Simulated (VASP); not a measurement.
RbBr:

```xyz
2
Lattice="0.0000 3.3224 3.3224 3.3224 0.0000 3.3224 3.3224 3.3224 0.0000" Properties=species:S:1:pos:R:3 pbc="T T T"
Rb    0.0000    0.0000    0.0000
Br    3.3224    3.3224    3.3224
```

This cell differs from its parent crystal: strain -4.0%.

Program: VASP 6.6.1. Alike in all runs: task single point; potentials or basis VASP PAW PBE potentials, release 64 (Rb_sv, Br); no spin polarisation; cell as given; cutoff (eV) 520.

Problem. Order these runs on this cell by their band gap on the k mesh, lowest first.
A. level PBE; k mesh 6 × 6 × 6; smearing fermi-dirac 0.02 eV
B. level HSE06; k mesh 4 × 4 × 4; smearing gaussian 0.01 eV; grid for exact exchange (PRECFOCK) Normal; screening parameter 0.2079 1/Å
C. level r2SCAN; k mesh 6 × 6 × 6; smearing gaussian 0.01 eV

Solution. A (4.61 eV), C (5.23 eV), B (5.79 eV).
